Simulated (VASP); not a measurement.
# TaSi2 in VASP: single point with PBEsol

Aim: the single point of TaSi2 with PBEsol.

Program: VASP 6.6.1. These are calculated values, not measurements. Logs are shortened: lines on timing, memory, paths and dates and some standing lists are left out, and cuts for length are marked.

## 1. The cell of the first run

The cell holds a slab with vacuum, 15 atoms: a = 4.761 Å, b = 4.761 Å, c = 23.741 Å, α = 90.00°, β = 90.00°, γ = 120.00°.

## 2. Single point, PBEsol

File INCAR:

```
SYSTEM = TaSi2
PREC = Accurate ; ENCUT = 520
EDIFF = 1E-7 ; ISMEAR = 0
SIGMA = 0.1 ; LREAL = Auto
LASPH = .True. ; NELM = 80
ALGO = Normal ; ISIF = 2
LWAVE = .False. ; LCHARG = .False.
LDIPOL = .True. ; IDIPOL = 3
DIPOL = 0.5 0.5 0.500 ; GGA = PS
NBANDS = 60
```

File KPOINTS:

```
regular mesh
0
Gamma
  9 9 1
  0 0 0
```

File POSCAR:

```
TaSi2
1.0
    4.7608595400      0.0000000000      0.0000000000
   -2.3804297700      4.1230253055      0.0000000000
    0.0000000000      0.0000000000     23.7410454765
Ta Si
5 10
Direct
    0.5000000000      0.5000000000      0.3159085815
    0.0000000000      0.5000000000      0.4079542908
    0.5000000000      0.0000000000      0.5000000000
    0.5000000000      0.5000000000      0.5920457092
    0.0000000000      0.5000000000      0.6840914185
    0.1592675414      0.8407324586      0.3159085815
    0.8407324586      0.1592675414      0.3159085815
    0.6814649172      0.8407324586      0.4079542908
    0.3185350828      0.1592675414      0.4079542908
    0.8407324586      0.6814649172      0.5000000000
    0.1592675414      0.3185350828      0.5000000000
    0.1592675414      0.8407324586      0.5920457092
    0.8407324586      0.1592675414      0.5920457092
    0.6814649172      0.8407324586      0.6840914185
    0.3185350828      0.1592675414      0.6840914185
```

Potentials or basis: VASP PAW PBE potentials, release 64 (Ta_pv, Si).

Command:

```bash
cat potpaw_PBE.64/Ta_pv/POTCAR potpaw_PBE.64/Si/POTCAR > POTCAR
mpirun -np 1 vasp_std > vasp.out
```

OUTCAR:

```text
SYSTEM = TaSi2
   PREC = Accurate
   ENCUT = 520
   EDIFF = 1E-7
   ISMEAR = 0
   LREAL = Auto
   LASPH = .True.
   NELM = 80
   ISIF = 2
   GGA = PS

 ion  position               nearest neighbor table
   1  0.500  0.500  0.316-   8 2.60   9 2.60   6 2.72   7 2.72   6 2.72   7 2.72   6 2.81   7 2.81
                             2 3.23   2 3.23
   2  0.000  0.500  0.408-  10 2.60  11 2.60   6 2.60   7 2.60   8 2.72   9 2.72   9 2.72   8 2.72
                             8 2.81   9 2.81   3 3.23   3 3.23   1 3.23   1 3.23
   3  0.500  0.000  0.500-   8 2.60   9 2.60  12 2.60  13 2.60  11 2.72  11 2.72  10 2.72  10 2.72
                            11 2.81  10 2.81   4 3.23   2 3.23   4 3.23   2 3.23
   4  0.500  0.500  0.592-  10 2.60  11 2.60  14 2.60  15 2.60  12 2.72  13 2.72  12 2.72  13 2.72
                            12 2.81  13 2.81   3 3.23   3 3.23   5 3.23   5 3.23
   5  0.000  0.500  0.684-  12 2.60  13 2.60  14 2.72  15 2.72  15 2.72  14 2.72  14 2.81  15 2.81
                             4 3.23   4 3.23
   6  0.159  0.841  0.316-   9 2.55   2 2.60   7 2.63   1 2.72   1 2.72   1 2.81   7 2.81   7 2.81

   7  0.841  0.159  0.316-   8 2.55   2 2.60   6 2.63   1 2.72   1 2.72   1 2.81   6 2.81   6 2.81

   8  0.681  0.841  0.408-  10 2.55   7 2.55   3 2.60   1 2.60   9 2.63   2 2.72   2 2.72   2 2.81
                             9 2.81   9 2.81
   9  0.319  0.159  0.408-  11 2.55   6 2.55   3 2.60   1 2.60   8 2.63   2 2.72   2 2.72   2 2.81
                             8 2.81   8 2.81
  10  0.841  0.681  0.500-   8 2.55  12 2.55   2 2.60   4 2.60  11 2.63   3 2.72   3 2.72   3 2.81
                            11 2.81  11 2.81
  11  0.159  0.319  0.500-   9 2.55  13 2.55   2 2.60   4 2.60  10 2.63   3 2.72   3 2.72   3 2.81
                            10 2.81  10 2.81
  12  0.159  0.841  0.592-  10 2.55  15 2.55   3 2.60   5 2.60  13 2.63   4 2.72   4 2.72   4 2.81
                            13 2.81  13 2.81
  13  0.841  0.159  0.592-  11 2.55  14 2.55   3 2.60   5 2.60  12 2.63   4 2.72   4 2.72   4 2.81
                            12 2.81  12 2.81
  14  0.681  0.841  0.684-  13 2.55   4 2.60  15 2.63   5 2.72   5 2.72   5 2.81  15 2.81  15 2.81

  15  0.319  0.159  0.684-  12 2.55   4 2.60  14 2.63   5 2.72   5 2.72   5 2.81  14 2.81  14 2.81

  LATTYP: Found a hexagonal cell.
 ALAT       =     4.7608595400
 C/A-ratio  =     4.9867141169

  Lattice vectors:

 A1 = (   4.7608595400,   0.0000000000,   0.0000000000)
 A2 = (  -2.3804297700,   4.1230253055,   0.0000000000)
 A3 = (   0.0000000000,   0.0000000000,  23.7410454765)

Analysis of symmetry for initial positions (statically):
=====================================================================
 Subroutine PRICEL returns:
 Original cell was already a primitive cell.

 Routine SETGRP: Setting up the symmetry group for a
 hexagonal supercell.

 Subroutine GETGRP returns: Found  4 space group operations
 (whereof  4 operations were pure point group operations)
 out of a pool of 24 trial point group operations.

The static configuration has the point symmetry D_2 .

Analysis of symmetry for dynamics (positions and initial velocities):
=====================================================================
 Subroutine PRICEL returns:
 Original cell was already a primitive cell.

 Routine SETGRP: Setting up the symmetry group for a
 hexagonal supercell.

 Subroutine GETGRP returns: Found  4 space group operations
 (whereof  4 operations were pure point group operations)
 out of a pool of 24 trial point group operations.

The dynamic configuration has the point symmetry D_2 .

 Subroutine INISYM returns: Found  4 space group operations
 (whereof  4 operations are pure point group operations),
 and found     1 'primitive' translations

----------------------------------------------------------------------------------------

                                     Primitive cell

  volume of cell :     466.0164

  direct lattice vectors                    reciprocal lattice vectors
     4.760859540  0.000000000  0.000000000     0.210046104  0.121270175  0.000000000
    -2.380429770  4.123025305  0.000000000     0.000000000  0.242540350  0.000000000
     0.000000000  0.000000000 23.741045476     0.000000000  0.000000000  0.042121144

  length of vectors
     4.760859540  4.760859540 23.741045476     0.242540350  0.242540350  0.042121144

  position of ions in fractional coordinates (direct lattice)
     0.500000000  0.500000000  0.315908581
     0.000000000  0.500000000  0.407954291
     0.500000000  0.000000000  0.500000000
     0.500000000  0.500000000  0.592045709
     0.000000000  0.500000000  0.684091419
     0.159267541  0.840732459  0.315908581
     0.840732459  0.159267541  0.315908581
     0.681464917  0.840732459  0.407954291
     0.318535083  0.159267541  0.407954291
     0.840732459  0.681464917  0.500000000
     0.159267541  0.318535083  0.500000000
     0.159267541  0.840732459  0.592045709
     0.840732459  0.159267541  0.592045709
     0.681464917  0.840732459  0.684091419
     0.318535083  0.159267541  0.684091419

  ion indices of the primitive-cell ions
   primitive index   ion index
                 1           1
                 2           2
                 3           3
                 4           4
                 5           5
                 6           6
                 7           7
                 8           8
                 9           9
                10          10
                11          11
                12          12
                13          13
                14          14
                15          15

----------------------------------------------------------------------------------------

 KPOINTS: regular mesh

Automatic generation of k-mesh.
 Grid dimensions read from file:
 generate k-points for:    9    9    1

 Generating k-lattice:

  Cartesian coordinates                     Fractional coordinates (reciprocal lattice)
     0.023338456  0.013474464  0.000000000     0.111111111  0.000000000  0.000000000
     0.000000000  0.026948928  0.000000000     0.000000000  0.111111111  0.000000000
     0.000000000  0.000000000  0.042121144     0.000000000  0.000000000  1.000000000

  Length of vectors
     0.026948928  0.026948928  0.042121144

  Shift w.r.t. Gamma in fractional coordinates (k-lattice)
     0.000000000  0.000000000  0.000000000

 Subroutine IBZKPT returns following result:
 ===========================================

 Found     25 irreducible k-points:

 Following reciprocal coordinates:
            Coordinates               Weight
  0.000000  0.000000  0.000000      1.000000
  0.111111  0.000000  0.000000      4.000000
  0.000000  0.111111  0.000000      2.000000
  0.222222  0.000000  0.000000      4.000000
  0.000000  0.222222  0.000000      2.000000
  0.333333  0.000000  0.000000      4.000000
[... 16 lines left out ...]
 -0.222222 -0.444444  0.000000      4.000000
  0.444444  0.333333  0.000000      4.000000
   k-points           NKPTS =     25   k-points in BZ     NKDIM =     25   number of bands    NBANDS=     60
   number of dos      NEDOS =    301   number of ions     NIONS =     15
   total plane-waves  NPLWV = 233280
   dimension x,y,z NGX =    36 NGY =   36 NGZ =  180
   dimension x,y,z NGXF=    72 NGYF=   72 NGZF=  360
   ions per type =               5  10
   NGX,Y,Z   is equivalent  to a cutoff of  12.57, 12.57, 12.60 a.u.
   NGXF,Y,Z  is equivalent  to a cutoff of  25.14, 25.14, 25.21 a.u.
 SYSTEM =  TaSi2
   PREC   = accura    normal or accurate (medium, high low for compatibility)
   ISTART =      0    job   : 0-new  1-cont  2-samecut
   ICHARG =      2    charge: 1-file 2-atom 10-const
   ISPIN  =      1    spin polarized calculation?
   LNONCOLLINEAR =      F non collinear calculations
   LSORBIT =      F    spin-orbit coupling
   LASPH  =      T    aspherical Exc in radial PAW
   ENCUT  =  520.0 eV  38.22 Ry    6.18 a.u.   8.85  8.85 44.14*2*pi/ulx,y,z
   NELM   =     80;   NELMIN=  2; NELMDL= -5     # of ELM steps
   EDIFF  = 0.1E-06   stopping-criterion for ELM
   LREAL  =      T    real-space projection
   EDIFFG = 0.1E-05   stopping-criterion for IOM
   NSW    =      0    number of steps for IOM
   IBRION =     -1    ionic relax: 0-MD 1-quasi-New 2-CG
   NFREE  =      0    steps in history (QN), initial steepest desc. (CG)
   ISIF   =      2    stress and relaxation
   ISYM   =      2    0-nonsym 1-usesym 2-fastsym
   POTIM  = 0.5000    time-step for ionic-motion
   TEBEG  =    0.0;   TEEND  =   0.0 temperature during run
   PSTRESS=    0.0 pullay stress
   NELECT =      95.0000    total number of electrons
   NUPDOWN=      -1.0000    fix difference up-down
   EMIN   =  10.00;   EMAX   =-10.00  energy-range for DOS
   EFERMI =   0.00;   METHOD = LEGACY
   ISMEAR =     0;   SIGMA  =   0.10  broadening in eV -4-tet -1-fermi 0-gaus
   EFERMI_NEDOS =   21; number of points for ismear=-14 and -15
   IALGO  =     38    algorithm
   IMIX   =      4    mixing-type and parameters
     AMIX     =   0.40;   BMIX     =  1.00
     AMIX_MAG =   1.60;   BMIX_MAG =  1.00
  volume/ion in A,a.u.               =      31.07       209.66
  Fermi-wavevector in a.u.,A,eV,Ry     =   0.963494  1.820739 12.630567  0.928320
  Thomas-Fermi vector in A             =   2.093044
   LORBIT       =      0    0 simple, 1 ext, 2 COOP (PROOUT), +10 PAW based schemes
   GGA     = PS    functional components
   LHFCALC =     F    Hartree Fock is set to
   AEXX    =    0.0000 exact exchange contribution
   IVDW    =     0    specifies the selected vdW correction
   LEPSILON=     F    determine dielectric tensor
   LRPA    =     F    only Hartree local field effects (RPA)
 non-spin polarized calculation
 Gauss-broadening in eV      SIGMA  =   0.10
  energy-cutoff  :      520.00
  volume of cell :      466.02
 maximum number of plane-waves:     12579
   NGX = 17   NGY = 17   NGZ = 89

 dipolmoment           0.000000      0.000000      0.000000 electrons x Angstroem

 number of electron      94.9999999 magnetization

 dipolmoment           0.000000      0.000000     -0.000000 electrons x Angstroem

 Free energy of the ion-electron system (eV)
  ---------------------------------------------------
  ext. energy  EPLUGINS =         0.00000000
  ---------------------------------------------------
  free energy    TOTEN  =      -122.26824185 eV

  energy without entropy =     -122.20398238  energy(sigma->0) =     -122.23611211

 E-fermi :   2.1290     XC(G=0):  -6.4721

 val. band max:        2.1170637945   @ k =   0.0000   0.1111   0.0000
 cond. band min:       2.1419706774   @ k =   0.3333   0.1111   0.0000
 fundamental gap:      0.0249068829
 Fermi energy:         2.1289609134

 k-point     1 :       0.0000    0.0000    0.0000
  band No.  band energies     occupation
      1     -32.4638      2.00000
      2     -32.4637      2.00000
      3     -32.2136      2.00000
      4     -32.2126      2.00000
      5     -32.1827      2.00000
      6     -32.1825      2.00000
[... 1477 lines left out ...]
     58       4.7991      0.00000
     59       4.9467      0.00000

 [... further k-points ...]

 [bands above 59 left out]

------------------------ aborting loop because EDIFF is reached ----------------------------------------

 vacuum level on the upper side and lower side of the slab       (xc-potential included)        -0.107        -0.107

  FORCE on cell =-STRESS in cart. coord.  units (eV):
  Direction    XX          YY          ZZ          XY          YZ          ZX
  --------------------------------------------------------------------------------------
  -------------------------------------------------------------------------------------
  Total      -12.0124138     -6.7841449      0.3932076      0.0000000      0.0000000      0.0000000
  in kB      -41.2990116    -23.3240780      1.3518585      0.0000000      0.0000000      0.0000000
  external PRESSURE =     -21.0904104 kB  Pullay stress =       0.0000000 kB

 VOLUME and BASIS-vectors are now :
 -----------------------------------------------------------------------------
  energy-cutoff  :      520.00
  volume of cell :      466.02
      direct lattice vectors                 reciprocal lattice vectors
     4.760859540  0.000000000  0.000000000     0.210046104  0.121270175  0.000000000
    -2.380429770  4.123025305  0.000000000     0.000000000  0.242540350  0.000000000
     0.000000000  0.000000000 23.741045476     0.000000000  0.000000000  0.042121144

 POSITION                                       TOTAL-FORCE (eV/Angst)
 -----------------------------------------------------------------------------------
      1.19021      2.06151      7.50000         0.000000      0.000000      1.210550
     -1.19021      2.06151      9.68526         0.000000      0.000000      0.448602
      2.38043      0.00000     11.87052         0.000000      0.000000      0.000000
      1.19021      2.06151     14.05578         0.000000      0.000000     -0.448602
     -1.19021      2.06151     16.24105         0.000000      0.000000     -1.210550
     -1.24305      3.46636      7.50000         0.379085     -0.207554     -0.583728
      3.62348      0.65666      7.50000        -0.379085      0.207554     -0.583728
      1.24305      3.46636      9.68526         0.078830     -0.315491     -0.327082
      1.13738      0.65666      9.68526        -0.078830      0.315491     -0.327082
      2.38043      2.80970     11.87052         0.000000     -0.085361      0.000000
      0.00000      1.31333     11.87052         0.000000      0.085361      0.000000
     -1.24305      3.46636     14.05578        -0.078830     -0.315491      0.327082
      3.62348      0.65666     14.05578         0.078830      0.315491      0.327082
      1.24305      3.46636     16.24105        -0.379085     -0.207554      0.583728
      1.13738      0.65666     16.24105         0.379085      0.207554      0.583728
 -----------------------------------------------------------------------------------
    total drift:                                0.000000      0.000000      0.000000

  FREE ENERGIE OF THE ION-ELECTRON SYSTEM (eV)
  ---------------------------------------------------
  free  energy   TOTEN  =      -122.2682418508 eV

  energy  without entropy=     -122.2039823767  energy(sigma->0) =     -122.23611211

 vacuum level on the upper side and lower side of the slab         6.164         6.164
```

Wall time 81 min (1 thread of Intel Xeon 8259CL, shared host); peak memory 0.77 GiB.

What came out:

```
Free energy            : -122.2682 eV
Largest force          : 1.211 eV/Å
Band gap on the k mesh : zero (an odd number of electrons rules out a gap without spin polarisation)
```

Forces in eV/Å, atoms in the order of the input:
```
Ta   0.000  0.000  1.211
Ta   0.000  0.000  0.449
Ta   0.000  0.000  0.000
Ta   0.000  0.000 -0.449
Ta   0.000  0.000 -1.211
Si   0.379 -0.208 -0.584
Si  -0.379  0.208 -0.584
Si   0.079 -0.315 -0.327
Si  -0.079  0.315 -0.327
Si   0.000 -0.085  0.000
Si   0.000  0.085  0.000
Si  -0.079 -0.315  0.327
Si   0.079  0.315  0.327
Si  -0.379 -0.208  0.584
Si   0.379  0.208  0.584
```

Caveat: the PAW data sets were made with another functional, which shifts forces and pressure a little; spin-orbit coupling is left out, which moves the levels of the heavy elements; an odd number of electrons without spin polarisation forces a metal; a magnetic or distorted state may lie lower.

The gap in the log of VASP goes by the Fermi energy; the results here count the filled bands.